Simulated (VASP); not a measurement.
# Ta (Fmmm) in VASP: further runs, part 2 of 2

VASP 6.6.1.

## Step 5: Single point, r2SCAN (strain +0.0625 x Voigt [0, 0, 0, 0, 0, 1])

File POSCAR:

```
Ta
1.0
   -1.5996775000      1.5996775000      1.6512800000
    1.5996775000     -1.5996775000      1.6512800000
    1.7028825000      1.7028825000     -1.6512800000
Ta
1
Direct
    0.0000000000      0.0000000000      0.0000000000
```

File INCAR.step1:

```
SYSTEM = Ta
  PREC = Accurate
  ENCUT = 520
  ISMEAR = 0
  SIGMA = 0.15
  LREAL = .False.
  LASPH = .True.
  NELM = 80
  NBANDS = 12
  GGA = PE
  ALGO = Normal
  EDIFF = 1E-4
  LWAVE = .True.
  LCHARG = .False.
```

File INCAR.step2:

```
SYSTEM = Ta
  PREC = Accurate
  ENCUT = 520
  EDIFF = 1E-7
  ISMEAR = 0
  SIGMA = 0.15
  LREAL = .False.
  LASPH = .True.
  NELM = 80
  ALGO = Normal
  ISIF = 2
  LWAVE = .False.
  LCHARG = .False.
  METAGGA = R2SCAN
  LMIXTAU = .True.
  NBANDS = 12
  ISTART = 1
```

File KPOINTS:

```
regular mesh
0
Gamma
  20 20 20
  0 0 0
```

Launch:

```
$ cat potpaw_PBE.64/Ta_pv/POTCAR > POTCAR
$ cp INCAR.step1 INCAR
$ mpirun -np 1 vasp_std > vasp.out
$ cp INCAR.step2 INCAR
$ mpirun -np 1 vasp_std > vasp.out
```

Wall time 28 min (1 thread of Oxide Virtual Turin-like, shared host); peak memory 0.32 GiB.

Results (log left out):

```
Free energy : -48.5698 eV
Pressure    : 1.6 GPa
```

Stress tensor (GPa, compression positive):
```
 1.52 -4.55  0.00
-4.55  1.52  0.00
 0.00  0.00  1.89
```

Levels at points of the mesh, in eV from the Fermi level:
| k point | band 2 | band 3 | band 4 | band 5 | band 6 | band 7 | band 8 | band 9 | band 10 | band 11 |
| --- | --- | --- | --- | --- | --- | --- | --- | --- | --- | --- |
| (0.00, 0.00, 0.00) | -34.20 | -34.11 | -8.32 | 0.28 | 0.72 | 1.41 | 4.36 | 4.50 | 12.15 | 15.17 |
| (0.50, 0.00, 0.00) | -34.61 | -34.19 | -4.55 | -1.59 | 1.49 | 4.25 | 5.27 | 8.01 | 12.12 | 12.48 |
| (0.50, 0.50, 0.00) | -34.71 | -34.28 | -4.49 | -1.42 | 2.02 | 3.83 | 4.74 | 8.54 | 12.06 | 12.14 |
| (0.00, 0.00, 0.50) | -34.50 | -34.14 | -4.65 | -1.75 | 0.98 | 4.69 | 5.77 | 7.75 | 11.62 | 12.16 |
| (0.50, 0.50, 0.50) | -35.08 | -34.96 | -3.97 | -3.92 | 6.48 | 7.06 | 7.80 | 8.72 | 9.03 | 9.44 |

Caveat: the cell differs from its parent crystal (strain +0.0625 x Voigt [0, 0, 0, 0, 0, 1]); the PAW data sets were made with another functional, which shifts forces and pressure a little; spin-orbit coupling is left out, which moves the levels of the heavy elements.

## Step 6: Single point, r2SCAN (strain +0.0250 x Voigt [0, 0, 0, 0, 0, 1])

File POSCAR:

```
Ta
1.0
   -1.6306390000      1.6306390000      1.6512800000
    1.6306390000     -1.6306390000      1.6512800000
    1.6719210000      1.6719210000     -1.6512800000
Ta
1
Direct
    0.0000000000      0.0000000000      0.0000000000
```

File INCAR.step1:

```
SYSTEM = Ta
ALGO     = Normal         ! electronic algorithm
EDIFF    = 1E-4           ! SCF threshold, eV
ENCUT    = 520            ! plane-wave cutoff, eV
GGA      = PE             ! functional
ISMEAR   = 0              ! smearing method
LASPH    = .TRUE.         ! aspherical terms in the spheres
LCHARG   = .FALSE.        ! write CHGCAR
LREAL    = .FALSE.        ! projectors in reciprocal space
LWAVE    = .TRUE.         ! write WAVECAR
NBANDS   = 12             ! bands
NELM     = 60             ! most SCF steps
PREC     = Accurate       ! precision mode
SIGMA    = 0.15           ! smearing width, eV
```

File INCAR.step2:

```
SYSTEM = Ta
ALGO     = Normal         ! electronic algorithm
EDIFF    = 1E-6           ! SCF threshold, eV
ENCUT    = 520            ! plane-wave cutoff, eV
ISIF     = 2              ! what is computed and relaxed
ISMEAR   = 0              ! smearing method
ISTART   = 1            
LASPH    = .TRUE.         ! aspherical terms in the spheres
LCHARG   = .TRUE.         ! write CHGCAR
LELF     = .TRUE.         ! ELF
LMIXTAU  = .TRUE.       
LREAL    = .FALSE.        ! projectors in reciprocal space
LVHAR    = .TRUE.       
LWAVE    = .FALSE.        ! write WAVECAR
METAGGA  = R2SCAN         ! meta-GGA
NBANDS   = 12             ! bands
NELM     = 60             ! most SCF steps
PREC     = Accurate       ! precision mode
SIGMA    = 0.15           ! smearing width, eV
```

File KPOINTS:

```
k-points
0
G
  20 20 20
  0 0 0
```

Potentials or basis: VASP PAW PBE potentials, release 64 (Ta_pv).

Launch:

```
$ cat potpaw_PBE.64/Ta_pv/POTCAR > POTCAR
$ cp INCAR.step1 INCAR
$ mpirun -np 1 vasp_std > vasp.out
$ cp INCAR.step2 INCAR
$ mpirun -np 1 vasp_std > vasp.out
```

Run time: 15 min. Hardware: 1 thread of Oxide Virtual Turin-like, shared host; peak memory 0.32 GiB.

The run converged. Its results:

| Item | Value |
| --- | --- |
| Free energy | -48.5839 eV |
| Pressure | 1.2 GPa |

Stress tensor (GPa, compression positive):
```
 1.19 -2.00  0.00
-2.00  1.19  0.00
 0.00  0.00  1.24
```

Levels at points of the mesh, in eV from the Fermi level:
| k point | band 4 | band 5 | band 6 | band 7 | band 8 | band 9 |
| --- | --- | --- | --- | --- | --- | --- |
| (0.00, 0.00, 0.00) | -8.32 | 0.62 | 0.83 | 1.07 | 4.34 | 4.37 |
| (0.50, 0.00, 0.00) | -4.55 | -1.56 | 1.48 | 4.22 | 5.27 | 8.08 |
| (0.50, 0.50, 0.00) | -4.52 | -1.50 | 1.69 | 4.05 | 5.07 | 8.26 |
| (0.00, 0.00, 0.50) | -4.59 | -1.63 | 1.28 | 4.39 | 5.48 | 7.95 |
| (0.50, 0.50, 0.50) | -3.94 | -3.94 | 6.86 | 7.11 | 7.39 | 8.89 |

Caveat: the cell differs from its parent crystal (strain +0.0250 x Voigt [0, 0, 0, 0, 0, 1]); the PAW data sets were made with another functional, which shifts forces and pressure a little; spin-orbit coupling is left out, which moves the levels of the heavy elements.

## Step 7: The runs side by side

```csv
cell,gap on the mesh (eV),pressure (GPa)
"a = 2.824, b = 2.824, c = 2.896 Å, angles 109.5, 109.5, 108.4°, 1 atom",none,1.3
"a = 2.848, b = 2.848, c = 2.872 Å, angles 109.5, 109.5, 109.1°, 1 atom",none,1.1
"a = 2.908, b = 2.908, c = 2.813 Å, angles 109.5, 109.5, 110.8°, 1 atom",none,1.5
"a = 2.801, b = 2.801, c = 2.920 Å, angles 109.5, 109.5, 107.7°, 1 atom",none,1.6
"a = 2.836, b = 2.836, c = 2.884 Å, angles 109.5, 109.5, 108.8°, 1 atom",none,1.2
```

Alike in all rows: task single point; level r2SCAN; potentials or basis VASP PAW PBE potentials, release 64 (Ta_pv); no spin polarisation; k mesh 20 × 20 × 20; cutoff (eV) 520; smearing gaussian 0.15 eV.

Caveats: the PAW data sets were made with another functional, which shifts forces and pressure a little; spin-orbit coupling is left out, which moves the levels of the heavy elements.

Total energies depend on the potentials used, so only differences within one code and one set of settings carry meaning.
